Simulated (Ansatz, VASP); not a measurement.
**One calculation of Ti, two programs**

POSCAR

```
Ti
1.0
    0.0000000000      2.0551516146      2.0911167679
    2.0551516146      0.0000000000      2.0911167679
    2.0551516146      2.0551516146      0.0000000000
Ti
1
Direct
    0.0000000000      0.0000000000      0.0000000000
```

INCAR.step1

```
SYSTEM = Ti
PREC = Accurate
ENCUT = 520
ISMEAR = 0
SIGMA = 0.15
LREAL = .FALSE.
LASPH = .TRUE.
NELM = 60
NBANDS = 12
GGA = PE
ALGO = Normal
EDIFF = 1E-4
LWAVE = .TRUE.
LCHARG = .FALSE.
```

INCAR.step2

```
SYSTEM = Ti
PREC = Accurate
ENCUT = 520
EDIFF = 1E-6
ISMEAR = 0
SIGMA = 0.15
LREAL = .FALSE.
LASPH = .TRUE.
NELM = 60
ALGO = Normal
ISIF = 2
LWAVE = .FALSE.
LCHARG = .TRUE.
METAGGA = R2SCAN
LMIXTAU = .TRUE.
LELF = .TRUE.
LVHAR = .TRUE.
NBANDS = 12
ISTART = 1
```

KPOINTS

```
regular mesh
0
G
  26 26 26
  0 0 0
```

Input for Ansatz:

```yaml
crystal:
  lattice:
    - [0.0, 2.0551516146, 2.0911167679]
    - [2.0551516146, 0.0, 2.0911167679]
    - [2.0551516146, 2.0551516146, 0.0]
  atoms:
    - { symbol: Ti, position: [0.0, 0.0, 0.0] }
basis:
  ecutwfc: 500
kpoints:
  mp_grid: { grid: [26, 26, 26] }
hamiltonian:
  xc: r2scan
scf:
  occupations: { method: gaussian, width: 0.15 }
output:
  forces: true
  stress: true
  eigenvalues: true
```

Change from the starting cell: strain +0.0175 x Voigt [0, 0, 1, 0, 0, 0], atoms carried along.

Alike in both runs: task single point; functional r2SCAN; k mesh 26 × 26 × 26; occupations gaussian, width 0.15 eV; no spin polarisation.

```csv
,VASP,Ansatz
version,VASP 6.6.1,Ansatz 0.2.0
potentials or method,"VASP PAW PBE potentials, release 64 (Ti_sv), cutoff 520 eV","scalar-relativistic, plane waves, PAW"
valence electrons in the cell,12,12
```

Ansatz gave:

```
gap on the k mesh at the Fermi level (eV)                     : none
pressure (GPa)                                                : -1.8
traceless stress, the component that is largest in VASP (GPa) : -0.40
```

What did VASP give for the same quantities?

gap on the k mesh at the Fermi level (eV): none; pressure (GPa): -1.5; traceless stress, the component that is largest in VASP (GPa): -0.40.

VASP's potentials were made for PBE, not for r2SCAN. A gap of «none» marks a metal or a gap that the smearing closes.
